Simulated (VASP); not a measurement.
# Sc3Ge (Fm-3m) in VASP: notebook

The runs below take Sc3Ge through single point, with PBE.

All numbers are computed with VASP 6.6.1; they aren't measurements. Logs are shortened: lines on timing, memory, paths and dates and some standing lists are left out, and cuts for length are marked.

**1. The cell of the first run**

It takes space group Fm-3m (No. 225, cubic). Conventional cell: a = 6.904 Å, b = 6.904 Å, c = 6.904 Å, α = 90.00°, β = 90.00°, γ = 90.00°. Within 3.9 Å of Sc (site symmetry -43m) lie 10 Sc at 2.99 to 3.45 Å and 4 Ge at 2.99 Å. Sc (site symmetry m-3m) has 8 Sc at 2.99 Å and 6 Ge at 3.45 Å within 3.9 Å. Ge (site symmetry m-3m) has 14 Sc at 2.99 to 3.45 Å within 3.9 Å.

The cell was generated, and may not be a known phase.

**2. Single point, PBE**

Input file INCAR:

```
SYSTEM = Sc3Ge
ALGO = Normal
EDIFF = 1E-7
ENCUT = 520
GGA = PE
ISIF = 2
ISMEAR = 0
LASPH = .TRUE.
LCHARG = .FALSE.
LREAL = .FALSE.
LWAVE = .FALSE.
NBANDS = 32
NELM = 100
PREC = Accurate
SIGMA = 0.1
```

Input file KPOINTS:

```
k-points
0
G
  4 4 4
  0 0 0
```

Input file POSCAR:

```
Sc3Ge
1.0
    0.0000000000      3.4519825164      3.4519825164
    3.4519825164      0.0000000000      3.4519825164
    3.4519825164      3.4519825164      0.0000000000
Sc Ge
3 1
Direct
    0.2500000000      0.2500000000      0.2500000000
    0.7500000000      0.7500000000      0.7500000000
    0.5000000000      0.5000000000      0.5000000000
    0.0000000000      0.0000000000      0.0000000000
```

Potentials or basis: VASP PAW PBE potentials, release 64 (Sc_sv, Ge_d).

Command:

```bash
$ cat potpaw_PBE.64/Sc_sv/POTCAR potpaw_PBE.64/Ge_d/POTCAR > POTCAR
$ mpirun -np 1 vasp_std > vasp.out
```

OUTCAR:

```text
SYSTEM = Sc3Ge
   EDIFF = 1E-7
   ENCUT = 520
   GGA = PE
   ISIF = 2
   ISMEAR = 0
   LASPH = .TRUE.
   LREAL = .FALSE.
   NELM = 100
   PREC = Accurate

 ion  position               nearest neighbor table
   1  0.250  0.250  0.250-   4 2.99   4 2.99   4 2.99   3 2.99   4 2.99   3 2.99   3 2.99   3 2.99

   2  0.750  0.750  0.750-   3 2.99   3 2.99   3 2.99   3 2.99   4 2.99   4 2.99   4 2.99   4 2.99

   3  0.500  0.500  0.500-   1 2.99   1 2.99   1 2.99   1 2.99   2 2.99   2 2.99   2 2.99   2 2.99

   4  0.000  0.000  0.000-   2 2.99   2 2.99   2 2.99   1 2.99   2 2.99   1 2.99   1 2.99   1 2.99

  LATTYP: Found a face centered cubic cell.
 ALAT       =     6.9039650328

  Lattice vectors:

 A1 = (   0.0000000000,   3.4519825164,   3.4519825164)
 A2 = (   3.4519825164,   0.0000000000,   3.4519825164)
 A3 = (   3.4519825164,   3.4519825164,   0.0000000000)

Analysis of symmetry for initial positions (statically):
=====================================================================
 Subroutine PRICEL returns:
 Original cell was already a primitive cell.

 Routine SETGRP: Setting up the symmetry group for a
 face centered cubic supercell.

 Subroutine GETGRP returns: Found 48 space group operations
 (whereof 48 operations were pure point group operations)
 out of a pool of 48 trial point group operations.

The static configuration has the point symmetry O_h .

Analysis of symmetry for dynamics (positions and initial velocities):
=====================================================================
 Subroutine PRICEL returns:
 Original cell was already a primitive cell.

 Routine SETGRP: Setting up the symmetry group for a
 face centered cubic supercell.

 Subroutine GETGRP returns: Found 48 space group operations
 (whereof 48 operations were pure point group operations)
 out of a pool of 48 trial point group operations.

The dynamic configuration has the point symmetry O_h .

 Subroutine INISYM returns: Found 48 space group operations
 (whereof 48 operations are pure point group operations),
 and found     1 'primitive' translations

----------------------------------------------------------------------------------------

                                     Primitive cell

  volume of cell :      82.2689

  direct lattice vectors                    reciprocal lattice vectors
     0.000000000  3.451982516  3.451982516    -0.144844303  0.144844303  0.144844303
     3.451982516  0.000000000  3.451982516     0.144844303 -0.144844303  0.144844303
     3.451982516  3.451982516  0.000000000     0.144844303  0.144844303 -0.144844303

  length of vectors
     4.881840492  4.881840492  4.881840492     0.250877691  0.250877691  0.250877691

  position of ions in fractional coordinates (direct lattice)
     0.250000000  0.250000000  0.250000000
     0.750000000  0.750000000  0.750000000
     0.500000000  0.500000000  0.500000000
     0.000000000  0.000000000  0.000000000

  ion indices of the primitive-cell ions
   primitive index   ion index
                 1           1
                 2           2
                 3           3
                 4           4

----------------------------------------------------------------------------------------

 KPOINTS: k-points

Automatic generation of k-mesh.
 Grid dimensions read from file:
 generate k-points for:    4    4    4

 Generating k-lattice:

  Cartesian coordinates                     Fractional coordinates (reciprocal lattice)
    -0.036211076  0.036211076  0.036211076     0.250000000  0.000000000  0.000000000
     0.036211076 -0.036211076  0.036211076     0.000000000  0.250000000  0.000000000
     0.036211076  0.036211076 -0.036211076     0.000000000  0.000000000  0.250000000

  Length of vectors
     0.062719423  0.062719423  0.062719423

  Shift w.r.t. Gamma in fractional coordinates (k-lattice)
     0.000000000  0.000000000  0.000000000

 Subroutine IBZKPT returns following result:
 ===========================================

 Found      8 irreducible k-points:

 Following reciprocal coordinates:
            Coordinates               Weight
  0.000000  0.000000  0.000000      1.000000
  0.250000  0.000000  0.000000      8.000000
  0.500000  0.000000  0.000000      4.000000
  0.250000  0.250000  0.000000      6.000000
  0.500000  0.250000  0.000000     24.000000
 -0.250000  0.250000  0.000000     12.000000
  0.500000  0.500000  0.000000      3.000000
 -0.250000  0.500000  0.250000      6.000000
   k-points           NKPTS =      8   k-points in BZ     NKDIM =      8   number of bands    NBANDS=     32
   number of dos      NEDOS =    301   number of ions     NIONS =      4
   total plane-waves  NPLWV =  46656
   dimension x,y,z NGX =    36 NGY =   36 NGZ =   36
   dimension x,y,z NGXF=    72 NGYF=   72 NGZF=   72
   ions per type =               3   1
   NGX,Y,Z   is equivalent  to a cutoff of  12.26, 12.26, 12.26 a.u.
   NGXF,Y,Z  is equivalent  to a cutoff of  24.52, 24.52, 24.52 a.u.
 SYSTEM =  Sc3Ge
   PREC   = accura    normal or accurate (medium, high low for compatibility)
   ISTART =      0    job   : 0-new  1-cont  2-samecut
   ICHARG =      2    charge: 1-file 2-atom 10-const
   ISPIN  =      1    spin polarized calculation?
   LNONCOLLINEAR =      F non collinear calculations
   LSORBIT =      F    spin-orbit coupling
   LASPH  =      T    aspherical Exc in radial PAW
   ENCUT  =  520.0 eV  38.22 Ry    6.18 a.u.   9.08  9.08  9.08*2*pi/ulx,y,z
   NELM   =    100;   NELMIN=  2; NELMDL= -5     # of ELM steps
   EDIFF  = 0.1E-06   stopping-criterion for ELM
   LREAL  =      F    real-space projection
   EDIFFG = 0.1E-05   stopping-criterion for IOM
   NSW    =      0    number of steps for IOM
   IBRION =     -1    ionic relax: 0-MD 1-quasi-New 2-CG
   NFREE  =      0    steps in history (QN), initial steepest desc. (CG)
   ISIF   =      2    stress and relaxation
   ISYM   =      2    0-nonsym 1-usesym 2-fastsym
   POTIM  = 0.5000    time-step for ionic-motion
   TEBEG  =    0.0;   TEEND  =   0.0 temperature during run
   PSTRESS=    0.0 pullay stress
   NELECT =      47.0000    total number of electrons
   NUPDOWN=      -1.0000    fix difference up-down
   EMIN   =  10.00;   EMAX   =-10.00  energy-range for DOS
   EFERMI =   0.00;   METHOD = LEGACY
   ISMEAR =     0;   SIGMA  =   0.10  broadening in eV -4-tet -1-fermi 0-gaus
   EFERMI_NEDOS =   21; number of points for ismear=-14 and -15
   IALGO  =     38    algorithm
   IMIX   =      4    mixing-type and parameters
     AMIX     =   0.40;   BMIX     =  1.00
     AMIX_MAG =   1.60;   BMIX_MAG =  1.00
  volume/ion in A,a.u.               =      20.57       138.79
  Fermi-wavevector in a.u.,A,eV,Ry     =   1.358404  2.567011 25.106296  1.845261
  Thomas-Fermi vector in A             =   2.485240
   LORBIT       =      0    0 simple, 1 ext, 2 COOP (PROOUT), +10 PAW based schemes
   GGA     = PE    functional components
   LHFCALC =     F    Hartree Fock is set to
   AEXX    =    0.0000 exact exchange contribution
   IVDW    =     0    specifies the selected vdW correction
   LEPSILON=     F    determine dielectric tensor
   LRPA    =     F    only Hartree local field effects (RPA)
 non-spin polarized calculation
 Gauss-broadening in eV      SIGMA  =   0.10
  energy-cutoff  :      520.00
  volume of cell :       82.27
 maximum number of plane-waves:      2252
   NGX = 19   NGY = 19   NGZ = 19

 number of electron      46.9999982 magnetization

 Free energy of the ion-electron system (eV)
  ---------------------------------------------------
  ext. energy  EPLUGINS =         0.00000000
  ---------------------------------------------------
  free energy    TOTEN  =       -24.08419500 eV

  energy without entropy =      -24.04519802  energy(sigma->0) =      -24.06469651

 E-fermi :   5.3436     XC(G=0): -10.6714

 val. band max:        5.3229463478   @ k =  -0.2500   0.2500   0.0000
 cond. band min:       5.4076300896   @ k =   0.5000   0.0000   0.0000
 fundamental gap:      0.0846837418
 Fermi energy:         5.3436487083

 k-point     1 :       0.0000    0.0000    0.0000
  band No.  band energies     occupation
      1     -44.0818      2.00000
      2     -43.9286      2.00000
      3     -43.9065      2.00000
      4     -22.8359      2.00000
      5     -22.8359      2.00000
      6     -22.8359      2.00000
[... 24 lines left out ...]
     31       8.6534      0.00000
     32       8.6582      0.00000

 k-point     2 :       0.2500    0.0000    0.0000
  band No.  band energies     occupation
      1     -44.0654      2.00000
      2     -43.9335      2.00000
      3     -43.9182      2.00000
      4     -22.8678      2.00000
      5     -22.8678      2.00000
      6     -22.8629      2.00000
[... 24 lines left out ...]
     31       8.5115      0.00000
     32       8.5155      0.00000

 k-point     3 :       0.5000    0.0000    0.0000
  band No.  band energies     occupation
      1     -44.0448      2.00000
      2     -43.9445      2.00000
      3     -43.9280      2.00000
      4     -22.8920      2.00000
      5     -22.8920      2.00000
      6     -22.8542      2.00000
[... 24 lines left out ...]
     31       8.1209      0.00000
     32       8.3828      0.00000

 k-point     4 :       0.2500    0.2500    0.0000
  band No.  band energies     occupation
      1     -44.0596      2.00000
      2     -43.9338      2.00000
      3     -43.9237      2.00000
      4     -22.9081      2.00000
      5     -22.9081      2.00000
      6     -22.8122      2.00000
[... 24 lines left out ...]
     31       7.9463      0.00000
     32       8.7368      0.00000

 k-point     5 :       0.5000    0.2500    0.0000
  band No.  band energies     occupation
      1     -44.0376      2.00000
      2     -43.9430      2.00000
      3     -43.9367      2.00000
      4     -22.9284      2.00000
      5     -22.9204      2.00000
      6     -22.8228      2.00000
[... 24 lines left out ...]
     31       7.8118      0.00000
     32       8.4122      0.00000

 k-point     6 :      -0.2500    0.2500    0.0000
  band No.  band energies     occupation
      1     -44.0455      2.00000
      2     -43.9391      2.00000
      3     -43.9326      2.00000
      4     -22.8942      2.00000
      5     -22.8924      2.00000
      6     -22.8740      2.00000
[... 24 lines left out ...]
     31       8.3994      0.00000
     32       8.8913      0.00000

 k-point     7 :       0.5000    0.5000    0.0000
  band No.  band energies     occupation
      1     -44.0286      2.00000
      2     -43.9497      2.00000
      3     -43.9390      2.00000
      4     -22.9583      2.00000
      5     -22.9583      2.00000
      6     -22.7306      2.00000
[... 24 lines left out ...]
     31       8.2475      0.00000
     32       8.4122      0.00000

 k-point     8 :      -0.2500    0.5000    0.2500
  band No.  band energies     occupation
      1     -44.0286      2.00000
      2     -43.9443      2.00000
      3     -43.9443      2.00000
      4     -22.9641      2.00000
      5     -22.8618      2.00000
      6     -22.8618      2.00000
[... 24 lines left out ...]
     31       7.8918      0.00000
     32       8.0550      0.00000

------------------------ aborting loop because EDIFF is reached ----------------------------------------

  FORCE on cell =-STRESS in cart. coord.  units (eV):
  Direction    XX          YY          ZZ          XY          YZ          ZX
  --------------------------------------------------------------------------------------
  -------------------------------------------------------------------------------------
  Total        0.0033679      0.0033679      0.0033679      0.0000000      0.0000000     -0.0000000
  in kB        0.0655889      0.0655889      0.0655889      0.0000000      0.0000000     -0.0000000
  external PRESSURE =       0.0655889 kB  Pullay stress =       0.0000000 kB

 VOLUME and BASIS-vectors are now :
 -----------------------------------------------------------------------------
  energy-cutoff  :      520.00
  volume of cell :       82.27
      direct lattice vectors                 reciprocal lattice vectors
     0.000000000  3.451982516  3.451982516    -0.144844303  0.144844303  0.144844303
     3.451982516  0.000000000  3.451982516     0.144844303 -0.144844303  0.144844303
     3.451982516  3.451982516  0.000000000     0.144844303  0.144844303 -0.144844303

 POSITION                                       TOTAL-FORCE (eV/Angst)
 -----------------------------------------------------------------------------------
      1.72599      1.72599      1.72599         0.000000      0.000000      0.000000
      5.17797      5.17797      5.17797        -0.000000     -0.000000     -0.000000
      3.45198      3.45198      3.45198        -0.000000      0.000000      0.000000
      0.00000      0.00000      0.00000        -0.000000      0.000000      0.000000
 -----------------------------------------------------------------------------------
    total drift:                                0.000000      0.000000      0.000000

  FREE ENERGIE OF THE ION-ELECTRON SYSTEM (eV)
  ---------------------------------------------------
  free  energy   TOTEN  =       -24.0841949995 eV

  energy  without entropy=      -24.0451980245  energy(sigma->0) =      -24.06469651
```

Run time: 21 s. Hardware: 1 thread of Intel Xeon Platinum 8488C (Sapphire Rapids), shared host; peak memory 0.21 GiB.

What came out:

- Free energy: -24.0842 eV
- Pressure: 0.0 GPa
- Band gap on the k mesh: zero (an odd number of electrons rules out a gap without spin polarisation)

Caveat: the k points lie up to 0.39 Å⁻¹ apart, too coarse for converged energies and pressures of a metal.

**3. Single point, PBE**

This run uses another cell than the first one, of 24.88 Å³/atom.

Input file INCAR:

```
  ALGO = Fast
  EDIFF = 1E-6
  ENCUT = 520
  GGA = PE
  ISIF = 2
  ISMEAR = 0
  LASPH = T
  LCHARG = F
  LREAL = F
  LWAVE = F
  NBANDS = 32
  NELM = 60
  PREC = Accurate
  SIGMA = 0.1
```

Input file KPOINTS:

```
k-points
0
Gamma
  4 4 4
```

Input file POSCAR:

```
Sc3Ge
1.0
    0.0000000000      3.6782244400      3.6782244400
    3.6782244400      0.0000000000      3.6782244400
    3.6782244400      3.6782244400      0.0000000000
Sc Ge
3 1
Direct
    0.2500000000      0.2500000000      0.2500000000
    0.7500000000      0.7500000000      0.7500000000
    0.5000000000      0.5000000000      0.5000000000
    0.0000000000      0.0000000000      0.0000000000
```

Potentials or basis: VASP PAW PBE potentials, release 64 (Sc_sv, Ge_d).

Command:

```bash
$ cat potpaw_PBE.64/Sc_sv/POTCAR potpaw_PBE.64/Ge_d/POTCAR > POTCAR
$ mpirun -np 1 vasp_std > vasp.out
```

OUTCAR:

```text
EDIFF = 1E-6
   ENCUT = 520
   GGA = PE
   ISIF = 2
   ISMEAR = 0
   LASPH = T
   LREAL = F
   NELM = 60
   PREC = Accurate

 ion  position               nearest neighbor table
   1  0.250  0.250  0.250-   3 3.19   3 3.19   3 3.19   3 3.19
   2  0.750  0.750  0.750-   3 3.19   3 3.19   3 3.19   3 3.19
   3  0.500  0.500  0.500-   1 3.19   1 3.19   1 3.19   1 3.19   2 3.19   2 3.19   2 3.19   2 3.19

   4  0.000  0.000  0.000-
[... 461 lines left out ...]

  FORCE on cell =-STRESS in cart. coord.  units (eV):
  Direction    XX          YY          ZZ          XY          YZ          ZX
  --------------------------------------------------------------------------------------
  -------------------------------------------------------------------------------------
  Total       -5.3181118     -5.3181118     -5.3181118     -0.0000000      0.0000000      0.0000000
  in kB      -85.6097784    -85.6097784    -85.6097784     -0.0000000      0.0000000      0.0000000
  external PRESSURE =     -85.6097784 kB  Pullay stress =       0.0000000 kB

 VOLUME and BASIS-vectors are now :
 -----------------------------------------------------------------------------
  energy-cutoff  :      520.00
  volume of cell :       99.53
      direct lattice vectors                 reciprocal lattice vectors
     0.000000000  3.678224440  3.678224440    -0.135935152  0.135935152  0.135935152
     3.678224440  0.000000000  3.678224440     0.135935152 -0.135935152  0.135935152
     3.678224440  3.678224440  0.000000000     0.135935152  0.135935152 -0.135935152

 POSITION                                       TOTAL-FORCE (eV/Angst)
 -----------------------------------------------------------------------------------
      1.83911      1.83911      1.83911         0.000000      0.000000     -0.000000
      5.51734      5.51734      5.51734         0.000000     -0.000000      0.000000
      3.67822      3.67822      3.67822        -0.000000     -0.000000     -0.000000
      0.00000      0.00000      0.00000        -0.000000     -0.000000     -0.000000
 -----------------------------------------------------------------------------------
    total drift:                               -0.000000      0.000000      0.000000

  FREE ENERGIE OF THE ION-ELECTRON SYSTEM (eV)
  ---------------------------------------------------
  free  energy   TOTEN  =       -23.5401646987 eV

  energy  without entropy=      -23.4836648947  energy(sigma->0) =      -23.51191480
```

Run time: 42 s. Hardware: 1 thread of Intel Xeon Platinum 8488C (Sapphire Rapids), shared host; peak memory 0.24 GiB.

What came out:

| Quantity | Value |
| --- | --- |
| Free energy | -23.5402 eV |
| Pressure | -8.6 GPa |
| Band gap on the k mesh | zero (an odd number of electrons rules out a gap without spin polarisation) |

Caveat: the k points lie up to 0.37 Å⁻¹ apart, too coarse for converged energies and pressures of a metal.

The gap in the log of VASP goes by the Fermi energy; the results here count the filled bands.